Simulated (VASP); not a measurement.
# Ir (Fm-3m) in VASP: notebook

The runs below take Ir through relaxation of cell and atoms, single point, with BLYP+D4, LDA.

Everything below comes from runs of VASP 6.6.1. Logs are shortened: lines on timing, memory, paths and dates and some standing lists are left out, and cuts for length are marked.

## 1. The cell of the first run

The structure is cubic, space group Fm-3m (No. 225). Conventional cell: a = 3.831 Å, b = 3.831 Å, c = 3.831 Å, α = 90.00°, β = 90.00°, γ = 90.00°. Within 3.6 Å of Ir (site symmetry m-3m) lie 12 Ir at 2.71 Å.

## 2. Relaxation of cell and atoms, BLYP+D4

INCAR reads:

```
  AGGAC = 1.0
  AGGAX = 1.0
  ALDAC = 0.0
  ALDAX = 1.0
  ALGO = Fast
  EDIFF = 1E-6
  EDIFFG = -0.01
  ENCUT = 600
  GGA = B5
  IBRION = 2
  ISIF = 3
  ISMEAR = -1
  IVDW = 13
  LASPH = T
  LCHARG = F
  LREAL = F
  LWAVE = F
  NELM = 100
  NSW = 60
  PREC = Accurate
  SIGMA = 0.05
  VDW_A1 = 0.44488865
  VDW_A2 = 4.0933009
  VDW_S6 = 1.0
  VDW_S8 = 2.34076671
```

KPOINTS reads:

```
k-points
0
Gamma
  12 12 12
```

POSCAR reads:

```
Ir
1.0
    0.0000000000      1.9156000000      1.9156000000
    1.9156000000      0.0000000000      1.9156000000
    1.9156000000      1.9156000000      0.0000000000
Ir
1
Direct
    0.0000000000      0.0000000000      0.0000000000
```

Potentials or basis: VASP PAW PBE potentials, release 64 (Ir).

On the command line:

```
> cat potpaw_PBE.64/Ir/POTCAR > POTCAR
> mpirun -np 1 vasp_std > vasp.out
```

OUTCAR:

```text
EDIFF = 1E-6
   EDIFFG = -0.01
   ENCUT = 600
   GGA = B5
   IBRION = 2
   ISIF = 3
   ISMEAR = -1
   IVDW = 13
   LASPH = T
   LREAL = F
   NELM = 100
   NSW = 60
   PREC = Accurate

 ion  position               nearest neighbor table
   1  0.000  0.000  0.000-

  LATTYP: Found a face centered cubic cell.
 ALAT       =     3.8312000000

  Lattice vectors:

 A1 = (   0.0000000000,   1.9156000000,   1.9156000000)
 A2 = (   1.9156000000,   0.0000000000,   1.9156000000)
 A3 = (   1.9156000000,   1.9156000000,   0.0000000000)

Analysis of symmetry for initial positions (statically):
[... 5 lines left out ...]
 face centered cubic supercell.

 Subroutine GETGRP returns: Found 48 space group operations
 (whereof 48 operations were pure point group operations)
 out of a pool of 48 trial point group operations.

The static configuration has the point symmetry O_h .

Analysis of symmetry for dynamics (positions and initial velocities):
[... 5 lines left out ...]
 face centered cubic supercell.

 Subroutine GETGRP returns: Found 48 space group operations
 (whereof 48 operations were pure point group operations)
 out of a pool of 48 trial point group operations.

The dynamic configuration has the point symmetry O_h .

 Subroutine INISYM returns: Found 48 space group operations
 (whereof 48 operations are pure point group operations),
 and found     1 'primitive' translations

----------------------------------------------------------------------------------------

                                     Primitive cell

  volume of cell :      14.0587

  direct lattice vectors                    reciprocal lattice vectors
     0.000000000  1.915600000  1.915600000    -0.261014826  0.261014826  0.261014826
     1.915600000  0.000000000  1.915600000     0.261014826 -0.261014826  0.261014826
     1.915600000  1.915600000  0.000000000     0.261014826  0.261014826 -0.261014826

  length of vectors
     2.709067500  2.709067500  2.709067500     0.452090940  0.452090940  0.452090940

  position of ions in fractional coordinates (direct lattice)
     0.000000000  0.000000000  0.000000000

  ion indices of the primitive-cell ions
   primitive index   ion index
                 1           1

----------------------------------------------------------------------------------------

 KPOINTS: k-points

Automatic generation of k-mesh.
 Grid dimensions read from file:
 generate k-points for:   12   12   12

 Generating k-lattice:

  Cartesian coordinates                     Fractional coordinates (reciprocal lattice)
    -0.021751235  0.021751235  0.021751235     0.083333333  0.000000000  0.000000000
     0.021751235 -0.021751235  0.021751235     0.000000000  0.083333333  0.000000000
     0.021751235  0.021751235 -0.021751235     0.000000000  0.000000000  0.083333333

  Length of vectors
     0.037674245  0.037674245  0.037674245

  Shift w.r.t. Gamma in fractional coordinates (k-lattice)
     0.000000000  0.000000000  0.000000000

 Subroutine IBZKPT returns following result:
 ===========================================

 Found     72 irreducible k-points:

 Following reciprocal coordinates:
            Coordinates               Weight
  0.000000  0.000000  0.000000      1.000000
  0.083333  0.000000  0.000000      8.000000
  0.166667  0.000000  0.000000      8.000000
  0.250000  0.000000  0.000000      8.000000
  0.333333  0.000000  0.000000      8.000000
  0.416667  0.000000  0.000000      8.000000
[... 16 lines left out ...]
  0.500000  0.166667  0.000000     24.000000
 -0.416667  0.166667  0.000000     24.000000
 [... further k-points ...]
   k-points           NKPTS =     72   k-points in BZ     NKDIM =     72   number of bands    NBANDS=      8
   number of dos      NEDOS =    301   number of ions     NIONS =      1
   total plane-waves  NPLWV =  13824
   dimension x,y,z NGX =    24 NGY =   24 NGZ =   24
   dimension x,y,z NGXF=    48 NGYF=   48 NGZF=   48
   ions per type =               1
   NGX,Y,Z   is equivalent  to a cutoff of  14.73, 14.73, 14.73 a.u.
   NGXF,Y,Z  is equivalent  to a cutoff of  29.46, 29.46, 29.46 a.u.
 SYSTEM =  unknown system
   PREC   = accura    normal or accurate (medium, high low for compatibility)
   ISTART =      0    job   : 0-new  1-cont  2-samecut
   ICHARG =      2    charge: 1-file 2-atom 10-const
   ISPIN  =      1    spin polarized calculation?
   LNONCOLLINEAR =      F non collinear calculations
   LSORBIT =      F    spin-orbit coupling
   LASPH  =      T    aspherical Exc in radial PAW
   ENCUT  =  600.0 eV  44.10 Ry    6.64 a.u.   5.41  5.41  5.41*2*pi/ulx,y,z
   NELM   =    100;   NELMIN=  2; NELMDL= -5     # of ELM steps
   EDIFF  = 0.1E-05   stopping-criterion for ELM
   LREAL  =      F    real-space projection
   EDIFFG = -.1E-01   stopping-criterion for IOM
   NSW    =     60    number of steps for IOM
   IBRION =      2    ionic relax: 0-MD 1-quasi-New 2-CG
   NFREE  =      1    steps in history (QN), initial steepest desc. (CG)
   ISIF   =      3    stress and relaxation
   ISYM   =      2    0-nonsym 1-usesym 2-fastsym
   POTIM  = 0.5000    time-step for ionic-motion
   TEBEG  =    0.0;   TEEND  =   0.0 temperature during run
   PSTRESS=    0.0 pullay stress
   NELECT =       9.0000    total number of electrons
   NUPDOWN=      -1.0000    fix difference up-down
   EMIN   =  10.00;   EMAX   =-10.00  energy-range for DOS
   EFERMI =   0.00;   METHOD = LEGACY
   ISMEAR =    -1;   SIGMA  =   0.05  broadening in eV -4-tet -1-fermi 0-gaus
   EFERMI_NEDOS =   21; number of points for ismear=-14 and -15
   IALGO  =     68    algorithm
   IMIX   =      4    mixing-type and parameters
     AMIX     =   0.40;   BMIX     =  1.00
     AMIX_MAG =   1.60;   BMIX_MAG =  1.00
  volume/ion in A,a.u.               =      14.06        94.87
  Fermi-wavevector in a.u.,A,eV,Ry     =   1.410937  2.666284 27.085691  1.990742
  Thomas-Fermi vector in A             =   2.532839
   LORBIT       =      0    0 simple, 1 ext, 2 COOP (PROOUT), +10 PAW based schemes
   GGA     = B5    functional components
   LHFCALC =     F    Hartree Fock is set to
   AEXX    =    0.0000 exact exchange contribution
   IVDW    =    13    specifies the selected vdW correction
   LEPSILON=     F    determine dielectric tensor
   LRPA    =     F    only Hartree local field effects (RPA)
 conjugate gradient relaxation of ions
 non-spin polarized calculation
 RMM-DIIS sequential band-by-band and
  energy-cutoff  :      600.00
  volume of cell :       14.06
 maximum number of plane-waves:       495
 NGX is ok and might be reduce to    24
   NGX = 11   NGY = 11   NGZ = 11

--------------------------------------- Ionic step        1  -------------------------------------------

 number of electron       9.0000000 magnetization

 Free energy of the ion-electron system (eV)
  ---------------------------------------------------
  ext. energy  EPLUGINS =         0.00000000
  ---------------------------------------------------
  free energy    TOTEN  =        -7.34401526 eV

  energy without entropy =       -7.33938453  energy(sigma->0) =       -7.34169990

------------------------ aborting loop because EDIFF is reached ----------------------------------------

  DFT-D4 for vdW energy calculation

  Edisp (eV):   -1.80806

  FORCE on cell =-STRESS in cart. coord.  units (eV):
  Direction    XX          YY          ZZ          XY          YZ          ZX
  --------------------------------------------------------------------------------------
  -------------------------------------------------------------------------------------
  Total       1.06797     1.06797     1.06797     0.00000    -0.00000     0.00000
  in kB     121.70973   121.70973   121.70973     0.00000    -0.00000     0.00000
  external pressure =      121.71 kB  Pullay stress =        0.00 kB

 VOLUME and BASIS-vectors are now :
 -----------------------------------------------------------------------------
  energy-cutoff  :      600.00
  volume of cell :       14.06
      direct lattice vectors                 reciprocal lattice vectors
     0.000000000  1.915600000  1.915600000    -0.261014826  0.261014826  0.261014826
     1.915600000  0.000000000  1.915600000     0.261014826 -0.261014826  0.261014826
     1.915600000  1.915600000  0.000000000     0.261014826  0.261014826 -0.261014826

 POSITION                                       TOTAL-FORCE (eV/Angst)
 -----------------------------------------------------------------------------------
      0.00000      0.00000      0.00000         0.000000      0.000000     -0.000000
 -----------------------------------------------------------------------------------
    total drift:                               -0.000000      0.000000     -0.000000

  FREE ENERGIE OF THE ION-ELECTRON SYSTEM (eV)
  ---------------------------------------------------
  free  energy   TOTEN  =        -9.1520726811 eV

  energy  without entropy=       -9.1474419561  energy(sigma->0) =       -9.14975732

--------------------------------------- Ionic step        2  -------------------------------------------

 number of electron       9.0000001 magnetization

 E-fermi :   8.6257     XC(G=0): -12.4493

 val. band max:        8.6239160099   @ k =  -0.3333   0.3333   0.0000
 cond. band min:       8.6352179859   @ k =  -0.2500   0.0833   0.0000
 fundamental gap:      0.0113019761
 Fermi energy:         8.6257293380

 k-point     1 :       0.0000    0.0000    0.0000
  band No.  band energies     occupation
      1      -0.8173      2.00000
      2       5.5106      2.00000
      3       5.5106      2.00000
      4       5.5106      2.00000
      5       7.6286      2.00000
      6       7.6286      2.00000
      7      23.4873      0.00000
      8      28.0909      0.00000

 k-point     2 :       0.0833    0.0000    0.0000
  band No.  band energies     occupation
      1      -0.5521      2.00000
      2       5.3936      2.00000
      3       5.6165      2.00000
      4       5.6165      2.00000
      5       7.5718      2.00000
      6       7.5718      2.00000
      7      23.8956      0.00000
      8      26.7782      0.00000
[... 346 lines left out ...]
 POSITION                                       TOTAL-FORCE (eV/Angst)
 -----------------------------------------------------------------------------------
      0.00000      0.00000      0.00000        -0.000000      0.000000     -0.000000
 -----------------------------------------------------------------------------------
    total drift:                               -0.000000      0.000000     -0.000000

  FREE ENERGIE OF THE ION-ELECTRON SYSTEM (eV)
  ---------------------------------------------------
  free  energy   TOTEN  =        -9.1687191828 eV

  energy  without entropy=       -9.1637645943  energy(sigma->0) =       -9.16624189

--------------------------------------- Ionic step        5  -------------------------------------------

 number of electron       9.0000000 magnetization

 Free energy of the ion-electron system (eV)
  ---------------------------------------------------
  ext. energy  EPLUGINS =         0.00000000
  ---------------------------------------------------
  free energy    TOTEN  =        -7.41526729 eV

  energy without entropy =       -7.41032060  energy(sigma->0) =       -7.41279394

 E-fermi :  10.5760     XC(G=0): -13.1301

 val. band max:       10.5612020585   @ k =  -0.3333   0.3333   0.0000
 cond. band min:      10.5807004145   @ k =  -0.2500   0.0833   0.0000
 fundamental gap:      0.0194983560
 Fermi energy:        10.5759765329

 k-point     1 :       0.0000    0.0000    0.0000
  band No.  band energies     occupation
      1      -0.0859      2.00000
      2       6.8056      2.00000
      3       6.8056      2.00000
      4       6.8056      2.00000
      5       9.3739      2.00000
      6       9.3739      2.00000
      7      25.2682      0.00000
      8      30.5721      0.00000

 k-point     2 :       0.0833    0.0000    0.0000
  band No.  band energies     occupation
      1       0.2135      2.00000
      2       6.6603      2.00000
      3       6.9315      2.00000
      4       6.9315      2.00000
      5       9.2995      2.00000
      6       9.2995      2.00000
      7      25.7685      0.00000
      8      29.2101      0.00000
[... 268 lines left out ...]
 POSITION                                       TOTAL-FORCE (eV/Angst)
 -----------------------------------------------------------------------------------
      0.00000      0.00000      0.00000         0.000000      0.000000      0.000000
 -----------------------------------------------------------------------------------
    total drift:                               -0.000000      0.000000      0.000000

  FREE ENERGIE OF THE ION-ELECTRON SYSTEM (eV)
  ---------------------------------------------------
  free  energy   TOTEN  =        -9.1687185256 eV

  energy  without entropy=       -9.1637718368  energy(sigma->0) =       -9.16624518

 reached required accuracy - stopping structural energy minimisation
```

It took 45 s on 1 thread of Intel Xeon Platinum 8488C (Sapphire Rapids), shared host; peak memory 0.16 GiB.

What came out:

```
Free energy                            : -9.1687 eV
Relaxed volume                         : 14.51 Å³/atom
Relaxed cell                           : a = 2.738 Å, b = 2.738 Å, c = 2.738 Å, α = 60.00°, β = 60.00°, γ = 60.00°
Space group after relaxing (to 0.05 Å) : Fm-3m (No. 225)
Energy gained by relaxing              : 16.6 meV/atom
Ionic steps                            : 5
Pressure after relaxing                : 0.1 GPa
Dispersion energy per atom             : -1.753 eV
```

Step by step:
```csv
step,energy change (eV),largest force (eV/Å),pressure (GPa),volume (Å³)
1,0.0000,0.0000,12.17,14.06
2,0.1817,0.0000,-30.62,16.35
3,-0.0166,0.0000,-0.55,14.54
4,-0.0166,0.0000,-0.19,14.52
5,-0.0166,0.0000,0.11,14.51
```

Final structure:
```
CELL_PARAMETERS angstrom
0.00000 1.93573 1.93573
1.93573 0.00000 1.93573
1.93573 1.93573 0.00000
ATOMIC_POSITIONS crystal
Ir 0.00000 0.00000 0.00000
```

Caveat: the PAW data sets were made with another functional, which shifts forces and pressure a little; spin-orbit coupling is left out, which moves the levels of the heavy elements; pairwise dispersion overbinds metals, which lowers pressure and volume. Zero-point motion and thermal expansion aren't in these numbers.

[end of part 1 of 2]
